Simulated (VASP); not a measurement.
Here is a VASP 6.6.1 calculation.

Contents of INCAR:

```
SYSTEM = O
PREC     = Accurate       ! precision mode
ENCUT    = 600            ! plane-wave cutoff, eV
EDIFF    = 1E-7           ! SCF threshold, eV
ISMEAR   = -1             ! smearing method
SIGMA    = 0.05           ! smearing width, eV
LREAL    = .FALSE.        ! projectors in reciprocal space
LASPH    = .TRUE.         ! aspherical terms in the spheres
NELM     = 120            ! most SCF steps
ALGO     = Normal         ! electronic algorithm
ISIF     = 3              ! what is computed and relaxed
LWAVE    = .FALSE.        ! write WAVECAR
LCHARG   = .FALSE.        ! write CHGCAR
IBRION   = 2              ! ionic algorithm
NSW      = 60             ! ionic steps
EDIFFG   = -0.005         ! ionic threshold
PSTRESS  = 1400.0       
GGA_COMPAT= .FALSE.      
NELMIN   = 4
```

File KPOINTS:

```
regular mesh
0
G
  21 21 21
  0 0 0
```

File POSCAR:

```
O
1.0
    0.0000000000      1.3676937866      1.3676937866
    1.3676937866      0.0000000000      1.3676937866
    1.3676937866      1.3676937866      0.0000000000
O
1
Direct
    0.0000000000      0.0000000000      0.0000000000
```

Potentials or basis: VASP PAW LDA potentials, release 64 (O).

Command:

```console
$ cat potpaw_LDA.64/O/POTCAR > POTCAR
$ mpirun -np 1 vasp_std > vasp.out
```

**Question.** What does it give for the band gap on the k mesh?

**Answer.** Zero (bands 3 and 4 overlap by 6.49 eV).

**Question.** Predict the relaxed volume.

**Answer.** 5.15 Å³/atom.

**Question.** What does it give for the relaxed cell?

**Answer.** a = 1.938 Å, b = 1.938 Å, c = 1.938 Å, α = 60.00°, β = 60.00°, γ = 60.00°.

**Question.** What does it give for the space group after relaxing (to 0.1 Å)?

**Answer.** Fm-3m (No. 225).

Final structure:
```xyz
1
Lattice="0.0000 1.3705 1.3705 1.3705 0.0000 1.3705 1.3705 1.3705 0.0000" Properties=species:S:1:pos:R:3 pbc="T T T"
O     0.0000    0.0000    0.0000
```

Caveat: the cell is relaxed towards a set pressure, so the run minimises the enthalpy, not the energy.
